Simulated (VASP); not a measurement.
# CdSe (P6_3mc) in VASP: electric field gradients with PBE

Aim: the electric field gradients of CdSe with PBE.

All numbers are computed with VASP 6.6.1; they aren't measurements. Logs are shortened: lines on timing, memory, paths and dates and some standing lists are left out, and cuts for length are marked.

### 1 The cell of the first run

The structure is hexagonal, space group P6_3mc (No. 186). Conventional cell: a = 4.299 Å, b = 4.299 Å, c = 7.010 Å, α = 90.00°, β = 90.00°, γ = 120.00°. Within 3.5 Å of Cd (site symmetry 3m) lie 4 Se at 2.63 to 2.64 Å. Within 3.5 Å of Se (site symmetry 3m) lie 4 Cd at 2.63 to 2.64 Å.

### 2 Electric field gradients, PBE

File INCAR:

```
SYSTEM = CdSe
  PREC = Accurate
  ENCUT = 520
  EDIFF = 1E-8
  ISMEAR = -1
  SIGMA = 0.02
  LREAL = .FALSE.
  LASPH = .TRUE.
  NELM = 60
  ALGO = Normal
  ISIF = 2
  LWAVE = .FALSE.
  LCHARG = .FALSE.
  GGA = PE
  LEFG = .TRUE.
  NBANDS = 26
```

File KPOINTS:

```
regular mesh
0
G
  12 12 6
  0 0 0
```

File POSCAR:

```
CdSe
1.0
    4.2990000000      0.0000000000      0.0000000000
   -2.1495000000      3.7230432109      0.0000000000
    0.0000000000      0.0000000000      7.0100000000
Cd Se
2 2
Direct
    0.3333333333      0.6666666667      0.0000000000
    0.6666666667      0.3333333333      0.5000000000
    0.3333333333      0.6666666667      0.3767900000
    0.6666666667      0.3333333333      0.8767900000
```

Potentials or basis: VASP PAW PBE potentials, release 64 (Cd, Se).

Launch:

```bash
cat potpaw_PBE.64/Cd/POTCAR potpaw_PBE.64/Se/POTCAR > POTCAR
mpirun -np 1 vasp_std > vasp.out
```

OUTCAR:

```text
SYSTEM = CdSe
   PREC = Accurate
   ENCUT = 520
   EDIFF = 1E-8
   ISMEAR = -1
   LREAL = .FALSE.
   LASPH = .TRUE.
   NELM = 60
   ISIF = 2
   GGA = PE

 ion  position               nearest neighbor table
   1  0.333  0.667  0.000-   4 2.63   4 2.63   4 2.63   3 2.64
   2  0.667  0.333  0.500-   3 2.63   3 2.63   3 2.63   4 2.64
   3  0.333  0.667  0.377-   2 2.63   2 2.63   2 2.63   1 2.64
   4  0.667  0.333  0.877-   1 2.63   1 2.63   1 2.63   2 2.64

  LATTYP: Found a hexagonal cell.
 ALAT       =     4.2990000000
 C/A-ratio  =     1.6306117702

  Lattice vectors:

 A1 = (   4.2990000000,   0.0000000000,   0.0000000000)
 A2 = (  -2.1495000000,   3.7230432109,   0.0000000000)
 A3 = (   0.0000000000,   0.0000000000,   7.0100000000)

Analysis of symmetry for initial positions (statically):
=====================================================================
 Subroutine PRICEL returns:
 Original cell was already a primitive cell.

 Routine SETGRP: Setting up the symmetry group for a
 hexagonal supercell.

 Subroutine GETGRP returns: Found 12 space group operations
 (whereof  6 operations were pure point group operations)
 out of a pool of 24 trial point group operations.

The static configuration has the point symmetry C_3v.
 The point group associated with its full space group is C_6v.

Analysis of symmetry for dynamics (positions and initial velocities):
=====================================================================
 Subroutine PRICEL returns:
 Original cell was already a primitive cell.

 Routine SETGRP: Setting up the symmetry group for a
 hexagonal supercell.

 Subroutine GETGRP returns: Found 12 space group operations
 (whereof  6 operations were pure point group operations)
 out of a pool of 24 trial point group operations.

The dynamic configuration has the point symmetry C_3v.
 The point group associated with its full space group is C_6v.

 Subroutine INISYM returns: Found 12 space group operations
 (whereof  6 operations are pure point group operations),
 and found     1 'primitive' translations

----------------------------------------------------------------------------------------

                                     Primitive cell

  volume of cell :     112.1976

  direct lattice vectors                    reciprocal lattice vectors
     4.299000000  0.000000000  0.000000000     0.232612235  0.134298737  0.000000000
    -2.149500000  3.723043211  0.000000000     0.000000000  0.268597473  0.000000000
     0.000000000  0.000000000  7.010000000     0.000000000  0.000000000  0.142653352

  length of vectors
     4.299000000  4.299000000  7.010000000     0.268597473  0.268597473  0.142653352

  position of ions in fractional coordinates (direct lattice)
     0.333333333  0.666666667  0.000000000
     0.666666667  0.333333333  0.500000000
     0.333333333  0.666666667  0.376790000
     0.666666667  0.333333333  0.876790000

  ion indices of the primitive-cell ions
   primitive index   ion index
                 1           1
                 2           2
                 3           3
                 4           4

----------------------------------------------------------------------------------------

 KPOINTS: regular mesh

Automatic generation of k-mesh.
 Grid dimensions read from file:
 generate k-points for:   12   12    6

 Generating k-lattice:

  Cartesian coordinates                     Fractional coordinates (reciprocal lattice)
     0.019384353  0.011191561  0.000000000     0.083333333  0.000000000  0.000000000
     0.000000000  0.022383123  0.000000000     0.000000000  0.083333333  0.000000000
     0.000000000  0.000000000  0.023775559     0.000000000  0.000000000  0.166666667

  Length of vectors
     0.022383123  0.022383123  0.023775559

  Shift w.r.t. Gamma in fractional coordinates (k-lattice)
     0.000000000  0.000000000  0.000000000

 Subroutine IBZKPT returns following result:
 ===========================================

 Found     76 irreducible k-points:

 Following reciprocal coordinates:
            Coordinates               Weight
  0.000000  0.000000  0.000000      1.000000
  0.083333  0.000000  0.000000      6.000000
  0.166667  0.000000  0.000000      6.000000
  0.250000  0.000000  0.000000      6.000000
  0.333333  0.000000  0.000000      6.000000
  0.416667  0.000000  0.000000      6.000000
[... 16 lines left out ...]
  0.250000  0.000000  0.166667     12.000000
  0.333333  0.000000  0.166667     12.000000
 [... further k-points ...]
   k-points           NKPTS =     76   k-points in BZ     NKDIM =     76   number of bands    NBANDS=     26
   number of dos      NEDOS =    301   number of ions     NIONS =      4
   total plane-waves  NPLWV =  55296
   dimension x,y,z NGX =    32 NGY =   32 NGZ =   54
   dimension x,y,z NGXF=    64 NGYF=   64 NGZF=  108
   ions per type =               2   2
   NGX,Y,Z   is equivalent  to a cutoff of  12.37, 12.37, 12.81 a.u.
   NGXF,Y,Z  is equivalent  to a cutoff of  24.75, 24.75, 25.61 a.u.
 SYSTEM =  CdSe
   PREC   = accura    normal or accurate (medium, high low for compatibility)
   ISTART =      0    job   : 0-new  1-cont  2-samecut
   ICHARG =      2    charge: 1-file 2-atom 10-const
   ISPIN  =      1    spin polarized calculation?
   LNONCOLLINEAR =      F non collinear calculations
   LSORBIT =      F    spin-orbit coupling
   LASPH  =      T    aspherical Exc in radial PAW
   ENCUT  =  520.0 eV  38.22 Ry    6.18 a.u.   7.99  7.99 13.03*2*pi/ulx,y,z
   NELM   =     60;   NELMIN=  2; NELMDL= -5     # of ELM steps
   EDIFF  = 0.1E-07   stopping-criterion for ELM
   LREAL  =      F    real-space projection
   EDIFFG = 0.1E-06   stopping-criterion for IOM
   NSW    =      0    number of steps for IOM
   IBRION =     -1    ionic relax: 0-MD 1-quasi-New 2-CG
   NFREE  =      0    steps in history (QN), initial steepest desc. (CG)
   ISIF   =      2    stress and relaxation
   ISYM   =      2    0-nonsym 1-usesym 2-fastsym
   POTIM  = 0.5000    time-step for ionic-motion
   TEBEG  =    0.0;   TEEND  =   0.0 temperature during run
   PSTRESS=    0.0 pullay stress
   NELECT =      36.0000    total number of electrons
   NUPDOWN=      -1.0000    fix difference up-down
   EMIN   =  10.00;   EMAX   =-10.00  energy-range for DOS
   EFERMI =   0.00;   METHOD = LEGACY
   ISMEAR =    -1;   SIGMA  =   0.02  broadening in eV -4-tet -1-fermi 0-gaus
   EFERMI_NEDOS =   21; number of points for ismear=-14 and -15
   IALGO  =     38    algorithm
   IMIX   =      4    mixing-type and parameters
     AMIX     =   0.40;   BMIX     =  1.00
     AMIX_MAG =   1.60;   BMIX_MAG =  1.00
  volume/ion in A,a.u.               =      28.05       189.29
  Fermi-wavevector in a.u.,A,eV,Ry     =   1.120765  2.117938 17.090465  1.256114
  Thomas-Fermi vector in A             =   2.257414
   LORBIT       =      0    0 simple, 1 ext, 2 COOP (PROOUT), +10 PAW based schemes
   GGA     = PE    functional components
   LHFCALC =     F    Hartree Fock is set to
   AEXX    =    0.0000 exact exchange contribution
   IVDW    =     0    specifies the selected vdW correction
   LEPSILON=     F    determine dielectric tensor
   LRPA    =     F    only Hartree local field effects (RPA)
 non-spin polarized calculation
  energy-cutoff  :      520.00
  volume of cell :      112.20
 maximum number of plane-waves:      3045
 NGX is ok and might be reduce to    32
   NGX = 15   NGY = 15   NGZ = 27

 number of electron      35.9999998 magnetization

 Free energy of the ion-electron system (eV)
  ---------------------------------------------------
  ext. energy  EPLUGINS =         0.00000000
  ---------------------------------------------------
  free energy    TOTEN  =       -10.92199496 eV

  energy without entropy =      -10.92199496  energy(sigma->0) =      -10.92199496

 E-fermi :   1.3158     XC(G=0):  -8.8925

 val. band max:        0.9653775477   @ k =   0.0000   0.0000   0.0000
 cond. band min:       1.6424897943   @ k =   0.0000   0.0000   0.0000
 fundamental gap:      0.6771122466
 Fermi energy:         1.3157786995

 k-point     1 :       0.0000    0.0000    0.0000
  band No.  band energies     occupation
      1     -11.6490      2.00000
      2     -11.2697      2.00000
      3      -6.9646      2.00000
      4      -6.9646      2.00000
      5      -6.9643      2.00000
      6      -6.8974      2.00000
[... 685 lines left out ...]
     25       8.6407      0.00000
     26       9.4186      0.00000

 [... further k-points ...]
[... 5 lines left out ...]
  --------------------------------------------------------------------------------------
  -------------------------------------------------------------------------------------
  Total        2.3831875      2.3831875      2.2819819      0.0000000     -0.0000000      0.0000000
  in kB       34.0318257     34.0318257     32.5866141      0.0000000     -0.0000000      0.0000000
  external PRESSURE =      33.5500885 kB  Pullay stress =       0.0000000 kB

 VOLUME and BASIS-vectors are now :
 -----------------------------------------------------------------------------
  energy-cutoff  :      520.00
  volume of cell :      112.20
      direct lattice vectors                 reciprocal lattice vectors
     4.299000000  0.000000000  0.000000000     0.232612235  0.134298737  0.000000000
    -2.149500000  3.723043211  0.000000000     0.000000000  0.268597473  0.000000000
     0.000000000  0.000000000  7.010000000     0.000000000  0.000000000  0.142653352

 POSITION                                       TOTAL-FORCE (eV/Angst)
 -----------------------------------------------------------------------------------
     -0.00000      2.48203      0.00000         0.000000      0.000000      0.034774
      2.14950      1.24101      3.50500        -0.000000     -0.000000      0.034774
     -0.00000      2.48203      2.64130        -0.000000      0.000000     -0.034774
      2.14950      1.24101      6.14630         0.000000     -0.000000     -0.034774
 -----------------------------------------------------------------------------------
    total drift:                               -0.000000     -0.000000      0.000150

  FREE ENERGIE OF THE ION-ELECTRON SYSTEM (eV)
  ---------------------------------------------------
  free  energy   TOTEN  =       -10.9219949575 eV

  energy  without entropy=      -10.9219949573  energy(sigma->0) =      -10.92199496

 Electric field gradients (V/A^2)
---------------------------------------------------------------------
 ion       V_xx      V_yy      V_zz      V_xy      V_xz      V_yz
---------------------------------------------------------------------
   1      -2.604    -2.602     5.206     0.002    -0.000     0.000
   2      -2.604    -2.602     5.206     0.002     0.000    -0.000
   3       0.196     0.196    -0.392    -0.000    -0.000     0.000
   4       0.196     0.196    -0.392    -0.000     0.000    -0.000
---------------------------------------------------------------------

 Electric field gradients after diagonalization (V/A^2)
 (convention: |V_zz| > |V_xx| > |V_yy|)
----------------------------------------------------------------------
 ion       V_xx      V_yy      V_zz     asymmetry (V_yy - V_xx)/ V_zz
----------------------------------------------------------------------
   1      -2.605    -2.601     5.206       0.001
   2      -2.605    -2.601     5.206       0.001
   3       0.197     0.196    -0.392       0.002
   4       0.197     0.196    -0.392       0.002
----------------------------------------------------------------------

           NMR quadrupolar parameters

 Cq : quadrupolar parameter    Cq=e*Q*V_zz/h
 eta: asymmetry parameters     (V_yy - V_xx)/ V_zz
 Q  : nuclear electric quadrupole moment in mb (millibarn)
----------------------------------------------------------------------
 ion       Cq(MHz)       eta       Q (mb)
----------------------------------------------------------------------
   1       0.013       0.001       1.000
   2       0.013       0.001       1.000
   3      -0.001       0.002       1.000
   4      -0.001       0.002       1.000
----------------------------------------------------------------------
```

Wall time 85 s (1 thread of Intel Xeon 6975P-C (Granite Rapids), shared host); peak memory 0.35 GiB.

What came out:

```yaml
Free_energy: -10.9220 eV
Pressure: 3.4 GPa
Largest_force: 0.035 eV/Å
Band_gap_on_the_k_mesh: 0.68 eV
Largest_electric_field_gradient_by_atom: Cd +5.2; Se -0.4 V/Å²
```

Forces on the atoms (eV/Å):
```
Cd   0.000  0.000  0.035
Cd   0.000  0.000  0.035
Se   0.000  0.000 -0.035
Se   0.000  0.000 -0.035
```

Stress tensor (GPa, compression positive):
```
3.40 0.00 0.00
0.00 3.40 0.00
0.00 0.00 3.26
```

Levels at points of the mesh, in eV from the valence-band top:
```
           k point  band 15  band 16  band 17  band 18  band 19  band 20  band 21  band 22
(0.00, 0.00, 0.00)    -0.77    -0.04     0.00     0.00     0.68     2.20     5.86     5.86
(0.50, 0.00, 0.00)    -2.67    -1.87    -1.33    -0.77     3.22     3.33     4.78     6.16
(0.00, 0.00, 0.50)    -0.40    -0.40    -0.40    -0.40     2.38     2.38     5.86     5.86
(0.50, 0.00, 0.50)    -1.36    -1.36    -1.36    -1.36     2.94     2.94     4.85     4.85
```

Electric field gradients, principal values (V/Å²):
```
atom   least  middle  greatest (by size)
1 Cd  -2.601  -2.605               5.206
2 Cd  -2.601  -2.605               5.206
3 Se   0.196   0.197              -0.392
4 Se   0.196   0.197              -0.392
```

Caveat: the cell stands under pressure; without QUAD_EFG the Cq values of the log hold for a quadrupole moment of 1 mb, not for the nuclei. A hybrid or GW would open this gap; PBE tends to underestimate it.
